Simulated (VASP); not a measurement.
# K2RbCl3 (R-3m) in VASP: single point with r2SCAN+rVV10

Aim: the single point of K2RbCl3 with r2SCAN+rVV10.

All numbers are computed with VASP 6.6.1; they aren't measurements. Logs are shortened: lines on timing, memory, paths and dates and some standing lists are left out, and cuts for length are marked.

### 1 The cell of the first run

Symmetry: R-3m, No. 166, trigonal system. The conventional cell has a = 8.265 Å, b = 8.265 Å, c = 12.637 Å, α = 90.00°, β = 90.00°, γ = 120.00°. Within 4.0 Å of K (site symmetry 3m) lie 3 Cl at 3.00 Å and 1 Rb at 3.92 Å. Rb (site symmetry -3m) has 6 Cl at 3.18 Å and 2 K at 3.92 Å within 4.2 Å. Within 3.9 Å of Cl (site symmetry 2/m) lie 2 K at 3.00 Å and 2 Rb at 3.18 Å.

### 2 Single point, r2SCAN+rVV10

POSCAR reads:

```
K2RbCl3
1.0
    4.1326634254      2.3859943411      4.2122121657
   -4.1326634254      2.3859943411      4.2122121657
    0.0000000000     -4.7719886822      4.2122121657
K Rb Cl
2 1 3
Direct
    0.1900039937      0.1900039937      0.1900039937
    0.8099960063      0.8099960063      0.8099960063
    0.5000000000      0.5000000000      0.5000000000
    0.5000000000      0.5000000000      0.0000000000
    0.5000000000      0.0000000000      0.5000000000
    0.0000000000      0.5000000000      0.5000000000
```

INCAR.step1 reads:

```
  ALGO = Normal
  EDIFF = 1E-4
  ENCUT = 520
  GGA = PE
  ISMEAR = -1
  LASPH = T
  LCHARG = F
  LREAL = F
  LWAVE = T
  NBANDS = 33
  NELM = 100
  PREC = Accurate
  SIGMA = 0.03
```

INCAR.step2 reads:

```
  ALGO = Normal
  BPARAM = 11.95
  CPARAM = 0.0093
  EDIFF = 1E-7
  ENCUT = 520
  ISIF = 2
  ISMEAR = -1
  ISTART = 1
  IVDW_NL = 2
  LASPH = T
  LCHARG = F
  LMIXTAU = T
  LREAL = F
  LUSE_VDW = T
  LWAVE = F
  METAGGA = R2SCAN
  NBANDS = 33
  NELM = 100
  PREC = Accurate
  SIGMA = 0.03
```

KPOINTS reads:

```
k-points
0
Gamma
  4 4 4
```

Potentials or basis: VASP PAW PBE potentials, release 64 (K_sv, Rb_sv, Cl).

Launch:

```bash
> cat potpaw_PBE.64/K_sv/POTCAR potpaw_PBE.64/Rb_sv/POTCAR potpaw_PBE.64/Cl/POTCAR > POTCAR
> cp INCAR.step1 INCAR
> mpirun -np 1 vasp_std > vasp.out
> cp INCAR.step2 INCAR
> mpirun -np 1 vasp_std > vasp.out
```

OUTCAR:

```text
BPARAM = 11.95
   EDIFF = 1E-7
   ENCUT = 520
   ISIF = 2
   ISMEAR = -1
   ISTART = 1
   IVDW_NL = 2
   LASPH = T
   LREAL = F
   METAGGA = R2SCAN
   NELM = 100
   PREC = Accurate

 ion  position               nearest neighbor table
   1  0.190  0.190  0.190-   4 3.00   5 3.00   6 3.00   3 3.92   3 4.78   3 4.78   3 4.78
   2  0.810  0.810  0.810-   4 3.00   5 3.00   6 3.00   3 3.92   3 4.78   3 4.78   3 4.78
   3  0.500  0.500  0.500-   4 3.18   4 3.18   6 3.18   5 3.18   5 3.18   6 3.18   1 3.92   2 3.92
                             2 4.78   1 4.78   2 4.78   1 4.78   2 4.78   1 4.78
   4  0.500  0.500  0.000-   1 3.00   2 3.00   3 3.18   3 3.18
   5  0.500  0.000  0.500-   1 3.00   2 3.00   3 3.18   3 3.18
   6  0.000  0.500  0.500-   1 3.00   2 3.00   3 3.18   3 3.18

  LATTYP: Found a trigonal (rhomboedric) cell.
 ALAT       =     6.3651085861
 COS(alpha) =     0.1569012699

  Lattice vectors:

 A1 = (   4.1326634254,   2.3859943411,   4.2122121657)
 A2 = (  -4.1326634254,   2.3859943411,   4.2122121657)
 A3 = (   0.0000000000,  -4.7719886822,   4.2122121657)

Analysis of symmetry for initial positions (statically):
=====================================================================
 Subroutine PRICEL returns:
 Original cell was already a primitive cell.

 Routine SETGRP: Setting up the symmetry group for a
 trigonal (rhombohedral) supercell.

 Subroutine GETGRP returns: Found 12 space group operations
 (whereof 12 operations were pure point group operations)
 out of a pool of 12 trial point group operations.

The static configuration has the point symmetry D_3d.

Analysis of symmetry for dynamics (positions and initial velocities):
=====================================================================
 Subroutine PRICEL returns:
 Original cell was already a primitive cell.

 Routine SETGRP: Setting up the symmetry group for a
 trigonal (rhombohedral) supercell.

 Subroutine GETGRP returns: Found 12 space group operations
 (whereof 12 operations were pure point group operations)
 out of a pool of 12 trial point group operations.

The dynamic configuration has the point symmetry D_3d.

 Subroutine INISYM returns: Found 12 space group operations
 (whereof 12 operations are pure point group operations),
 and found     1 'primitive' translations

----------------------------------------------------------------------------------------
[... 90 lines left out ...]
   LREAL  =      F    real-space projection
   EDIFFG = 0.1E-05   stopping-criterion for IOM
   NSW    =      0    number of steps for IOM
   IBRION =     -1    ionic relax: 0-MD 1-quasi-New 2-CG
   NFREE  =      0    steps in history (QN), initial steepest desc. (CG)
   ISIF   =      2    stress and relaxation
   ISYM   =      2    0-nonsym 1-usesym 2-fastsym
   POTIM  = 0.5000    time-step for ionic-motion
   TEBEG  =    0.0;   TEEND  =   0.0 temperature during run
   PSTRESS=    0.0 pullay stress
   NELECT =      48.0000    total number of electrons
   NUPDOWN=      -1.0000    fix difference up-down
   EMIN   =  10.00;   EMAX   =-10.00  energy-range for DOS
   EFERMI =   0.00;   METHOD = LEGACY
   ISMEAR =    -1;   SIGMA  =   0.03  broadening in eV -4-tet -1-fermi 0-gaus
   EFERMI_NEDOS =   21; number of points for ismear=-14 and -15
   IALGO  =     38    algorithm
   IMIX   =      4    mixing-type and parameters
     AMIX     =   0.40;   BMIX     =  1.00
     AMIX_MAG =   1.60;   BMIX_MAG =  1.00
  volume/ion in A,a.u.               =      41.53       280.29
  Fermi-wavevector in a.u.,A,eV,Ry     =   0.945442  1.786626 12.161714  0.893861
  Thomas-Fermi vector in A             =   2.073344
   LORBIT       =      0    0 simple, 1 ext, 2 COOP (PROOUT), +10 PAW based schemes
   METAGGA = R2SCAN    functional components
   LHFCALC =     F    Hartree Fock is set to
   AEXX    =    0.0000 exact exchange contribution
   IVDW_NL    =     2    kernel type
   BPARAM     =11.9500
   IVDW    =     0    specifies the selected vdW correction
   LEPSILON=     F    determine dielectric tensor
   LRPA    =     F    only Hartree local field effects (RPA)
 non-spin polarized calculation
  energy-cutoff  :      520.00
  volume of cell :      249.21
 maximum number of plane-waves:      6732
   NGX = 23   NGY = 23   NGZ = 23

 number of electron      47.9999998 magnetization

 Free energy of the ion-electron system (eV)
  ---------------------------------------------------
  ext. energy  EPLUGINS =         0.00000000
  ---------------------------------------------------
  free energy    TOTEN  =       -54.42243228 eV

  energy without entropy =      -54.42243228  energy(sigma->0) =      -54.42243228

 E-fermi :  -2.0063     XC(G=0):  -6.7443

 val. band max:       -2.6722774341   @ k =   0.5000   0.5000   0.5000
 cond. band min:       1.6225708559   @ k =   0.0000   0.0000   0.0000
 fundamental gap:      4.2948482900
 Fermi energy:        -2.0062720406

 k-point     1 :       0.0000    0.0000    0.0000
  band No.  band energies     occupation
      1     -32.1711      2.00000
      2     -32.1690      2.00000
      3     -27.1483      2.00000
      4     -15.6240      2.00000
      5     -15.5392      2.00000
      6     -15.5392      2.00000
[... 457 lines left out ...]
     32       6.4275      0.00000
     33       6.4275      0.00000

------------------------ aborting loop because EDIFF is reached ----------------------------------------

  FORCE on cell =-STRESS in cart. coord.  units (eV):
  Direction    XX          YY          ZZ          XY          YZ          ZX
  --------------------------------------------------------------------------------------
  -------------------------------------------------------------------------------------
  Total       -0.0628113     -0.0628113      0.0094251      0.0000000      0.0000000      0.0000000
  in kB       -0.4038194     -0.4038194      0.0605948      0.0000000      0.0000000      0.0000000
  external PRESSURE =      -0.2490147 kB  Pullay stress =       0.0000000 kB

 VOLUME and BASIS-vectors are now :
 -----------------------------------------------------------------------------
  energy-cutoff  :      520.00
  volume of cell :      249.21
      direct lattice vectors                 reciprocal lattice vectors
     4.132663425  2.385994341  4.212212166     0.120987351  0.069852080  0.079134982
    -4.132663425  2.385994341  4.212212166    -0.120987351  0.069852080  0.079134982
     0.000000000 -4.771988682  4.212212166     0.000000000 -0.139704159  0.079134982

 POSITION                                       TOTAL-FORCE (eV/Angst)
 -----------------------------------------------------------------------------------
      0.00000      0.00000      2.40101         0.000000     -0.000000     -0.010408
      0.00000      0.00000     10.23563         0.000000      0.000000      0.010408
      0.00000      0.00000      6.31832        -0.000000     -0.000000      0.000000
      0.00000      2.38599      4.21221         0.000000     -0.000000      0.000000
      2.06633     -1.19300      4.21221         0.000000     -0.000000      0.000000
     -2.06633     -1.19300      4.21221         0.000000     -0.000000      0.000000
 -----------------------------------------------------------------------------------
    total drift:                                0.000000     -0.000000      0.000000

  FREE ENERGIE OF THE ION-ELECTRON SYSTEM (eV)
  ---------------------------------------------------
  free  energy   TOTEN  =       -54.4224322776 eV

  energy  without entropy=      -54.4224322775  energy(sigma->0) =      -54.42243228
```

OUTCAR.step1:

```text
EDIFF = 1E-4
   ENCUT = 520
   GGA = PE
   ISMEAR = -1
   LASPH = T
[... 690 lines left out ...]
      0.00000      0.00000      6.31832        -0.000000     -0.000000     -0.000000
      0.00000      2.38599      4.21221         0.000000     -0.000000      0.000000
      2.06633     -1.19300      4.21221         0.000000     -0.000000      0.000000
     -2.06633     -1.19300      4.21221        -0.000000     -0.000000      0.000000
 -----------------------------------------------------------------------------------
    total drift:                                0.000000     -0.000000      0.000000

  FREE ENERGIE OF THE ION-ELECTRON SYSTEM (eV)
  ---------------------------------------------------
  free  energy   TOTEN  =       -19.0959075698 eV

  energy  without entropy=      -19.0959075698  energy(sigma->0) =      -19.09590757
```

OSZICAR.step1:

```text
N       E                     dE             d eps       ncg     rms          rms(c)
DAV:   1     0.369558385286E+03    0.36956E+03   -0.20481E+04   858   0.123E+03
DAV:   2     0.163845915393E+02   -0.35317E+03   -0.34011E+03  1166   0.299E+02
DAV:   3    -0.199096493825E+02   -0.36294E+02   -0.36150E+02  1292   0.867E+01
DAV:   4    -0.208647188063E+02   -0.95507E+00   -0.95303E+00  1196   0.155E+01
DAV:   5    -0.209345487324E+02   -0.69830E-01   -0.69823E-01  1380   0.262E+00    0.608E+00
DAV:   6    -0.193789832220E+02    0.15556E+01   -0.25540E+00   982   0.557E+00    0.473E+00
DAV:   7    -0.191014931134E+02    0.27749E+00   -0.86074E-01  1088   0.353E+00    0.283E+00
DAV:   8    -0.190894049274E+02    0.12088E-01   -0.15668E-01  1211   0.191E+00    0.577E-01
DAV:   9    -0.190913201759E+02   -0.19152E-02   -0.41477E-02  1178   0.917E-01    0.334E-01
DAV:  10    -0.190954649540E+02   -0.41448E-02   -0.13814E-02   939   0.644E-01    0.786E-02
DAV:  11    -0.190957424342E+02   -0.27748E-03   -0.98624E-04  1363   0.142E-01    0.675E-02
DAV:  12    -0.190959002155E+02   -0.15778E-03   -0.14517E-04   643   0.776E-02    0.149E-02
DAV:  13    -0.190959075698E+02   -0.73543E-05   -0.20429E-05   747   0.323E-02
   1 F= -.19095908E+02 E0= -.19095908E+02  d E =-.356036E-11
```

Run time: 11 min. Hardware: 1 thread of AMD EPYC 7R43 (Zen 3), shared host; peak memory 0.76 GiB.

Results:

| Quantity | Value |
| --- | --- |
| Free energy | -54.4224 eV |
| Pressure | 0.0 GPa |
| Largest force | 0.010 eV/Å |
| Band gap on the k mesh | 4.29 eV (least direct gap 4.30 eV) |

Forces on the atoms (eV/Å):
```
K    0.000  0.000 -0.010
K    0.000  0.000  0.010
Rb   0.000  0.000  0.000
Cl   0.000  0.000  0.000
Cl   0.000  0.000  0.000
Cl   0.000  0.000  0.000
```

Levels at points of the mesh, in eV from the valence-band top:
```csv
k point,band 22,band 23,band 24,band 25,band 26,band 27
"(0.00, 0.00, 0.00)",-0.09,-0.01,-0.01,4.29,7.06,7.06
"(0.50, 0.00, 0.00)",-0.34,-0.21,-0.04,5.41,5.86,7.57
"(0.50, 0.50, 0.00)",-0.41,-0.21,-0.11,5.84,6.34,6.89
"(0.50, 0.50, 0.50)",-0.23,-0.23,0.00,5.67,7.10,7.43
```

Caveat: the PAW data sets were made with another functional, which shifts forces and pressure a little.
